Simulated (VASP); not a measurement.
# PbSe in VASP: notebook

Aim: see how the results for PbSe move with the level of theory and the settings. Levels: RPBE, PBE. Tasks: single point.

Everything below comes from runs of VASP 6.6.1. Logs are shortened: lines on timing, memory, paths and dates and some standing lists are left out, and cuts for length are marked.

**1. The cell of the first run**

Symmetry: Cm, No. 8, monoclinic system. Conventional cell: a = 6.313 Å, b = 6.236 Å, c = 12.409 Å, α = 90.00°, β = 104.74°, γ = 90.00°. Within 3.7 Å of Pb (site symmetry m) lie 5 Se at 2.83 to 3.24 Å. Pb (site symmetry m) has 5 Se at 2.83 to 3.19 Å within 3.7 Å. Within 3.7 Å of Se (site symmetry m) lie 5 Pb at 2.83 to 3.24 Å. Se (site symmetry m) has 5 Pb at 2.83 to 3.19 Å within 3.7 Å.

**2. Single point, RPBE (last atom moved by 0.05 Å along z, cell strained by +1.0% along z)**

INCAR

```
  GGA = RP
  ISMEAR = 0
  SIGMA = 0.03
  LWAVE = F
  LCHARG = F
  ISIF = 2
  PREC = Accurate
  LASPH = T
  LREAL = F
  ALGO = Normal
  EDIFF = 1E-6
  NELM = 120
  GGA_COMPAT = F
  ENCUT = 310
  EFERMI = MIDGAP
  KPAR = 8
  NBANDS = 32
```

KPOINTS

```
Automatic mesh
0
Gamma
  5 5 5
  0 0 0
```

POSCAR

```
PbSe
1.0
    0.0000000000     12.0007990000      3.1566964200
    3.1181510000      0.0000000000      3.1566964200
    3.1181510000     12.0007990000      0.0000000000
Pb Se
2 2
Direct
    0.8052670000      0.1907300000      0.8092700000
    0.1907300000      0.8052670000      0.1947330000
    0.2955810000      0.6744230000      0.3255770000
    0.6824218700      0.3035798700      0.6964201300
```

Potentials or basis: VASP PAW PBE potentials, release 64 (Pb_d, Se).

On the command line:

```sh
cat potpaw_PBE.64/Pb_d/POTCAR potpaw_PBE.64/Se/POTCAR > POTCAR
mpirun -np 8 vasp_std > vasp.out
```

OUTCAR:

```text
GGA = RP
   ISMEAR = 0
   ISIF = 2
   PREC = Accurate
   LASPH = T
   LREAL = F
   EDIFF = 1E-6
   NELM = 120
   ENCUT = 310
   EFERMI = MIDGAP

 Found     39 irreducible k-points:

 Following reciprocal coordinates:
            Coordinates               Weight
  0.000000  0.000000  0.000000      1.000000
  0.200000  0.000000  0.000000      4.000000
  0.000000  0.200000 -0.000000      4.000000
  0.400000  0.000000  0.000000      4.000000
  0.000000  0.400000 -0.000000      4.000000
  0.200000  0.200000  0.000000      2.000000
   k-points           NKPTS =     39   k-points in BZ     NKDIM =     39   number of bands    NBANDS=     32
   number of dos      NEDOS =    301   number of ions     NIONS =      4
   total plane-waves  NPLWV = 145152
   dimension x,y,z NGX =    72 NGY =   28 NGZ =   72
   dimension x,y,z NGXF=   144 NGYF=   56 NGZF=  144
   ions per type =               2   2
   NGX,Y,Z   is equivalent  to a cutoff of   9.65, 10.49,  9.65 a.u.
   NGXF,Y,Z  is equivalent  to a cutoff of  19.29, 20.98, 19.31 a.u.
 SYSTEM =  unknown system
   PREC   = accura    normal or accurate (medium, high low for compatibility)
   ISTART =      0    job   : 0-new  1-cont  2-samecut
   ICHARG =      2    charge: 1-file 2-atom 10-const
   ISPIN  =      1    spin polarized calculation?
   LNONCOLLINEAR =      F non collinear calculations
   LSORBIT =      F    spin-orbit coupling
   LASPH  =      T    aspherical Exc in radial PAW
   ENCUT  =  310.0 eV  22.78 Ry    4.77 a.u.  17.81  6.37 17.80*2*pi/ulx,y,z
   NELM   =    120;   NELMIN=  2; NELMDL= -5     # of ELM steps
   EDIFF  = 0.1E-05   stopping-criterion for ELM
   LREAL  =      F    real-space projection
   EDIFFG = 0.1E-04   stopping-criterion for IOM
   NSW    =      0    number of steps for IOM
   IBRION =     -1    ionic relax: 0-MD 1-quasi-New 2-CG
   NFREE  =      0    steps in history (QN), initial steepest desc. (CG)
   ISIF   =      2    stress and relaxation
   ISYM   =      2    0-nonsym 1-usesym 2-fastsym
   POTIM  = 0.5000    time-step for ionic-motion
   TEBEG  =    0.0;   TEEND  =   0.0 temperature during run

   SCALEE = 1.0000    scale energy and forces
   PSTRESS=    0.0 pullay stress
   NELECT =      40.0000    total number of electrons
   NUPDOWN=      -1.0000    fix difference up-down
   EMIN   =  10.00;   EMAX   =-10.00  energy-range for DOS
   EFERMI =   0.00;   METHOD = MIDGAP
   ISMEAR =     0;   SIGMA  =   0.03  broadening in eV -4-tet -1-fermi 0-gaus
   EFERMI_NEDOS =   21; number of points for ismear=-14 and -15
   IALGO  =     38    algorithm
   IMIX   =      4    mixing-type and parameters
     AMIX     =   0.40;   BMIX     =  1.00
     AMIX_MAG =   1.60;   BMIX_MAG =  1.00
  volume/ion in A,a.u.               =      59.06       398.57
  Fermi-wavevector in a.u.,A,eV,Ry     =   0.905673  1.711474 11.160093  0.820244
  Thomas-Fermi vector in A             =   2.029269
   LORBIT       =      0    0 simple, 1 ext, 2 COOP (PROOUT), +10 PAW based schemes
   GGA     = RP    functional components
   LHFCALC =     F    Hartree Fock is set to
   AEXX    =    0.0000 exact exchange contribution
   IVDW    =     0    specifies the selected vdW correction
   LEPSILON=     F    determine dielectric tensor
   LRPA    =     F    only Hartree local field effects (RPA)

   CSHIFT  =0.1000    complex shift for real part using Kramers Kronig

   OMEGAMAX=  -1.0    maximum frequency
 non-spin polarized calculation
 Gauss-broadening in eV      SIGMA  =   0.03
  energy-cutoff  :      310.00
  volume of cell :      236.25
 maximum number of plane-waves:      2946
   NGX = 35   NGY = 13   NGZ = 35

 number of electron      40.0000011 magnetization

 Free energy of the ion-electron system (eV)
  ---------------------------------------------------
  ext. energy  EPLUGINS =         0.00000000
  ---------------------------------------------------
  free energy    TOTEN  =       -14.93149201 eV

  energy without entropy =      -14.93149201  energy(sigma->0) =      -14.93149201

 E-fermi :   0.6879     XC(G=0):  -5.5150

 val. band max:       -0.0554845334   @ k =  -0.4000  -0.0000   0.2000
 cond. band min:       1.4313523013   @ k =  -0.2000  -0.0000   0.2000
 fundamental gap:      1.4868368347
 Fermi energy:         0.6879338839

 k-point     1 :       0.0000    0.0000    0.0000
  band No.  band energies     occupation
      1     -16.6067      2.00000
      2     -16.5382      2.00000
      3     -16.5215      2.00000
      4     -16.5183      2.00000
      5     -16.5141      2.00000
      6     -16.5104      2.00000
[... 24 lines left out ...]
     31       7.8452      0.00000
     32       8.1530      0.00000

 k-point     2 :       0.2000    0.0000    0.0000
  band No.  band energies     occupation
      1     -16.5917      2.00000
      2     -16.5311      2.00000
      3     -16.5244      2.00000
      4     -16.5193      2.00000
      5     -16.5168      2.00000
      6     -16.5126      2.00000
[... 24 lines left out ...]
     31       7.5433      0.00000
     32       8.3070      0.00000

 k-point     3 :       0.0000    0.2000   -0.0000
  band No.  band energies     occupation
      1     -16.5917      2.00000
      2     -16.5311      2.00000
      3     -16.5244      2.00000
      4     -16.5193      2.00000
      5     -16.5168      2.00000
      6     -16.5126      2.00000
[... 24 lines left out ...]
     31       7.5544      0.00000
     32       8.2992      0.00000

 k-point     4 :       0.4000    0.0000    0.0000
  band No.  band energies     occupation
      1     -16.5607      2.00000
      2     -16.5356      2.00000
      3     -16.5302      2.00000
      4     -16.5268      2.00000
      5     -16.5181      2.00000
      6     -16.5108      2.00000
[... 24 lines left out ...]
     31       8.1785      0.00000
     32       8.6045      0.00000

 k-point     5 :       0.0000    0.4000   -0.0000
  band No.  band energies     occupation
      1     -16.5607      2.00000
      2     -16.5356      2.00000
      3     -16.5302      2.00000
      4     -16.5268      2.00000
      5     -16.5181      2.00000
      6     -16.5108      2.00000
[... 24 lines left out ...]
     31       8.1840      0.00000
     32       8.6530      0.00000

 k-point     6 :       0.2000    0.2000    0.0000
  band No.  band energies     occupation
      1     -16.5847      2.00000
      2     -16.5399      2.00000
      3     -16.5245      2.00000
      4     -16.5183      2.00000
      5     -16.5133      2.00000
      6     -16.5121      2.00000
[... 24 lines left out ...]
     31       8.0017      0.00000
     32       8.2452      0.00000

 [... further k-points ...]
[... 5 lines left out ...]
  --------------------------------------------------------------------------------------
  -------------------------------------------------------------------------------------
  Total        0.8720136      0.3089078      0.0668333      0.0000000      0.1148704      0.0000000
  in kB        5.9137604      2.0949290      0.4532450      0.0000000      0.7790202      0.0000000
  external PRESSURE =       2.8206448 kB  Pullay stress =       0.0000000 kB

 VOLUME and BASIS-vectors are now :
 -----------------------------------------------------------------------------
  energy-cutoff  :      310.00
  volume of cell :      236.25
      direct lattice vectors                 reciprocal lattice vectors
     0.000000000 12.000799000  3.156696420    -0.160351439  0.041663893  0.158393438
     3.118151000  0.000000000  3.156696420     0.160351439 -0.041663893  0.158393438
     3.118151000 12.000799000  0.000000000     0.160351439  0.041663893 -0.158393438

 POSITION                                       TOTAL-FORCE (eV/Angst)
 -----------------------------------------------------------------------------------
      3.11815     19.37573      3.14406         0.000000      0.120394     -0.004285
      3.11815      4.62586      3.14406         0.000000     -0.116564      0.001449
      3.11815      7.45439      3.06201         0.000000      0.100766      0.043161
      3.11815     16.54721      3.11251         0.000000     -0.104595     -0.040325
 -----------------------------------------------------------------------------------
    total drift:                               -0.000008      0.000166     -0.000038

  FREE ENERGIE OF THE ION-ELECTRON SYSTEM (eV)
  ---------------------------------------------------
  free  energy   TOTEN  =       -14.9314920082 eV

  energy  without entropy=      -14.9314920082  energy(sigma->0) =      -14.93149201
```

It took 60 s on 8 MPI ranks of AMD EPYC 7R13 (Zen 3), shared host; peak memory 0.44 GiB.

What came out:

```
Free energy            : -14.9315 eV
Pressure               : 0.3 GPa
Largest force          : 0.120 eV/Å
Band gap on the k mesh : 1.49 eV
```

Forces on the atoms (eV/Å):
```
Pb   0.000  0.120 -0.004
Pb   0.000 -0.117  0.001
Se   0.000  0.101  0.043
Se   0.000 -0.105 -0.040
```

Stress tensor (GPa, compression positive):
```
0.59 0.00 0.00
0.00 0.21 0.08
0.00 0.08 0.05
```

Levels at points of the mesh, in eV from the valence-band top:
```tsv
k point	band 18	band 19	band 20	band 21	band 22	band 23
(0.00, 0.00, 0.00)	-1.40	-1.30	-0.53	2.13	3.64	4.59
```

Caveat: the cell differs from its parent crystal (last atom moved by 0.05 Å along z, cell strained by +1.0% along z); the PAW data sets were made with another functional, which shifts forces and pressure a little; spin-orbit coupling is left out, which moves the levels of the heavy elements; an odd mesh through Γ misses points on the zone boundary, where band edges can lie.

**3. Single point, RPBE (last atom moved by 0.05 Å along z, cell strained by +1.0% along z)**

INCAR

```
  GGA = RP
  ISMEAR = 0
  SIGMA = 0.03
  LWAVE = F
  LCHARG = F
  ISIF = 2
  PREC = Accurate
  LASPH = T
  LREAL = F
  ALGO = Normal
  EDIFF = 1E-8
  NELM = 120
  GGA_COMPAT = F
  ENCUT = 620
  EFERMI = MIDGAP
  KPAR = 8
  NBANDS = 44
```

KPOINTS

```
Automatic mesh
0
Gamma
  10 10 10
  0 0 0
```

POSCAR is that of step 2.

Potentials or basis: VASP PAW PBE potentials, release 64 (Pb_d, Se).

On the command line:

```sh
cat potpaw_PBE.64/Pb_d/POTCAR potpaw_PBE.64/Se/POTCAR > POTCAR
mpirun -np 8 vasp_std > vasp.out
```

Wall time 25 min (8 MPI ranks of AMD EPYC 7R13 (Zen 3), shared host); peak memory 2.9 GiB.

The run converged. Its results:

```
Free energy            : -14.9385 eV
Pressure               : 0.5 GPa
Largest force          : 0.111 eV/Å
Band gap on the k mesh : 1.49 eV
```

Forces on the atoms (eV/Å):
```
Pb   0.000  0.111 -0.009
Pb   0.000 -0.107 -0.003
Se   0.000  0.085  0.049
Se   0.000 -0.089 -0.037
```

Stress tensor (GPa, compression positive):
```
0.82 0.00 0.00
0.00 0.37 0.08
0.00 0.08 0.26
```

Levels at points of the mesh, in eV from the valence-band top:
```
           k point  band 17  band 18  band 19  band 20  band 21  band 22  band 23  band 24
(0.00, 0.00, 0.00)    -2.29    -1.40    -1.30    -0.54     2.13     3.64     4.58     4.70
(0.50, 0.00, 0.00)    -0.99    -0.94    -0.19    -0.18     1.55     1.57     2.44     2.50
(0.00, 0.50, 0.00)    -0.99    -0.94    -0.19    -0.18     1.55     1.57     2.44     2.50
(0.50, 0.50, 0.00)    -2.67    -2.64    -1.45    -1.38     3.62     3.65     5.06     5.13
(0.50, 0.00, 0.50)    -2.29    -1.40    -1.30    -0.54     2.00     4.55     4.58     4.60
(0.00, 0.50, 0.50)    -2.67    -2.64    -1.45    -1.38     3.60     3.68     5.09     5.10
```

Caveat: the cell differs from its parent crystal (last atom moved by 0.05 Å along z, cell strained by +1.0% along z); the PAW data sets were made with another functional, which shifts forces and pressure a little; spin-orbit coupling is left out, which moves the levels of the heavy elements.

**4. Single point, PBE**

This run uses another cell than the first one, of 61.99 Å³/atom.

INCAR

```
PREC     = Accurate       # precision mode
ENCUT    = 520            # plane-wave cutoff, eV
EDIFF    = 1E-6           # SCF threshold, eV
ISMEAR   = -1             # smearing method
SIGMA    = 0.05           # smearing width, eV
LREAL    = False          # projectors in reciprocal space
LASPH    = True           # aspherical terms in the spheres
NELM     = 80             # most SCF steps
ALGO     = Normal         # electronic algorithm
ISIF     = 2              # what is computed and relaxed
LWAVE    = False          # write WAVECAR
LCHARG   = False          # write CHGCAR
GGA      = PE             # functional
NBANDS   = 28             # bands
```

KPOINTS

```
Automatic mesh
0
Gamma
  6 6 6
```

POSCAR

```
PbSe
1.0
    0.0000000000     12.2361685397      3.1867407389
    3.1793067418      0.0000000000      3.1867407389
    3.1793067418     12.2361685397      0.0000000000
Pb Se
2 2
Direct
    0.8052670000      0.1907300000      0.8092700000
    0.1907300000      0.8052670000      0.1947330000
    0.2955810000      0.6744230000      0.3255770000
    0.6744230000      0.2955810000      0.7044190000
```

On the command line:

```sh
cat potpaw_PBE.64/Pb_d/POTCAR potpaw_PBE.64/Se/POTCAR > POTCAR
mpirun -np 1 vasp_std > vasp.out
```

Wall time 18 min (1 thread of Intel Xeon Platinum 8259CL at 2.50GHz (Skylake/Cascade Lake), shared host); peak memory 0.84 GiB.

It converged, with:

```yaml
Free_energy: -16.0512 eV
Pressure: -1.2 GPa
Largest_force: 0.285 eV/Å
Band_gap_on_the_k_mesh: 1.67 eV
```

Forces on the atoms (eV/Å):
```
Pb   0.000 -0.284  0.020
Pb   0.000  0.284  0.020
Se   0.000 -0.264 -0.020
Se   0.000  0.264 -0.020
```

Stress tensor (GPa, compression positive):
```
-1.26  0.00  0.00
 0.00 -1.04  0.00
 0.00  0.00 -1.27
```

Levels at points of the mesh, in eV from the valence-band top:
```csv
k point,band 18,band 19,band 20,band 21,band 22,band 23
"(0.00, 0.00, 0.00)",-1.04,-1.03,-0.27,2.30,4.09,4.75
"(0.50, 0.00, 0.00)",-0.65,0.00,0.00,1.67,1.67,2.61
"(0.50, 0.50, 0.00)",-2.29,-1.10,-1.09,3.67,3.70,5.24
"(0.50, 0.00, 0.50)",-1.04,-1.03,-0.28,2.22,4.62,4.75
"(0.00, 0.50, 0.50)",-2.29,-1.10,-1.09,3.68,3.69,5.23
```

Caveat: spin-orbit coupling is left out, which moves the levels of the heavy elements.

**5. The runs side by side**

| level | cell | k mesh | cutoff (eV) | smearing | tolerance level | purpose | dipole correction | gap on the mesh (eV) | pressure (GPa) | largest force (eV/Å) |
| --- | --- | --- | --- | --- | --- | --- | --- | --- | --- | --- |
| RPBE | a = 12.409, b = 4.437, c = 12.399 Å, angles 79.8, 20.6, 79.6°, 4 atoms, atomic positions A | 5 × 5 × 5 | 310 | gaussian 0.03 eV | screening | forces | - | 1.49 | 0.3 | 0.12 |
| RPBE | a = 12.409, b = 4.437, c = 12.399 Å, angles 79.8, 20.6, 79.6°, 4 atoms, atomic positions A | 10 × 10 × 10 | 620 | gaussian 0.03 eV | screening | forces | - | 1.49 | 0.5 | 0.11 |
| PBE | a = 12.644, b = 4.501, c = 12.642 Å, angles 79.8, 20.5, 79.7°, 4 atoms, atomic positions B | 6 × 6 × 6 | 520 | fermi-dirac 0.05 eV | - | - | no | 1.67 | -1.2 | 0.28 |

Alike in all rows: task single point; potentials or basis VASP PAW PBE potentials, release 64 (Pb_d, Se); no spin polarisation.

Caveats: spin-orbit coupling is left out, which moves the levels of the heavy elements; the PAW data sets were made with another functional, which shifts forces and pressure a little (at least some runs); an odd mesh through Γ misses points on the zone boundary, where band edges can lie (at least some runs).

Absolute energies hang on the potentials; compare differences alone.
